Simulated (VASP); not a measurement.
Write the native input for VASP 6.6.1 that does the following.

```
Task                   : single point
Functional             : PBE
Potentials or basis    : VASP PAW PBE potentials, release 64 (Mo_sv)
Cutoff                 : 520 eV
k mesh                 : 4 × 4 × 4
Occupations            : fermi-dirac, width 0.05 eV
Spin                   : no spin polarisation
Dipole correction      : no
Further INCAR settings : LREAL = Auto; ALGO = Fast; EDIFF = 1e-06; NBANDS = 208
```

The structure of Mo lies in POSCAR:

```
Mo
1.0
   -4.7202450000      4.7202450000      4.7202450000
    4.7202450000     -4.7202450000      4.7202450000
    4.7202450000      4.7202450000     -4.7202450000
Mo
27
Direct
    0.0000000000      0.0000000000      0.0000000000
    0.0000000000      0.0000000000      0.3333333333
    0.0000000000      0.0000000000      0.6666666667
    0.0000000000      0.3333333333      0.0000000000
    0.0000000000      0.3333333333      0.3333333333
    0.0000000000      0.3333333333      0.6666666667
    0.0000000000      0.6666666667      0.0000000000
    0.0000000000      0.6666666667      0.3333333333
    0.0000000000      0.6666666667      0.6666666667
    0.3333333333      0.0000000000      0.0000000000
    0.3333333333      0.0000000000      0.3333333333
    0.3333333333      0.0000000000      0.6666666667
    0.3333333333      0.3333333333      0.0000000000
    0.3333333333      0.3333333333      0.3333333333
    0.3333333333      0.3333333333      0.6666666667
    0.3333333333      0.6666666667      0.0000000000
    0.3333333333      0.6666666667      0.3333333333
    0.3333333333      0.6666666667      0.6666666667
    0.6666666667      0.0000000000      0.0000000000
    0.6666666667      0.0000000000      0.3333333333
    0.6666666667      0.0000000000      0.6666666667
    0.6666666667      0.3333333333      0.0000000000
    0.6666666667      0.3333333333      0.3333333333
    0.6666666667      0.3333333333      0.6666666667
    0.6666666667      0.6666666667      0.0000000000
    0.6666666667      0.6666666667      0.3333333333
    0.6666666667      0.6666666667      0.6666666667
```

The input as run:

INCAR

```
SYSTEM = Mo
ALGO = Fast
EDIFF = 1E-6
ENCUT = 520
GGA = PE
ISIF = 2
ISMEAR = -1
LASPH = .True.
LCHARG = .False.
LREAL = Auto
LUSENCCL = .False.
LWAVE = .False.
NBANDS = 208
NELM = 60
PREC = Accurate
SIGMA = 0.05
```

KPOINTS

```
k-points
0
Gamma
  4 4 4
  0 0 0
```

Potentials or basis: VASP PAW PBE potentials, release 64 (Mo_sv).

Launch:

```console
$ cat potpaw_PBE.64/Mo_sv/POTCAR > POTCAR
$ mpirun -np 1 vasp_std > vasp.out
```

Results of the run:

- Pressure: 3.9 GPa
- Band gap on the k mesh: zero (band 189 reaches 13.35 eV, above the bottom of band 190 at 11.80 eV)

Run time: 8.6 min on 1 × NVIDIA H100 80GB with 1 thread of Intel(R) Xeon(R) Platinum 8481C CPU @ 2.70GHz (Sapphire Rapids) (shared host), peak memory 1.7 GiB.
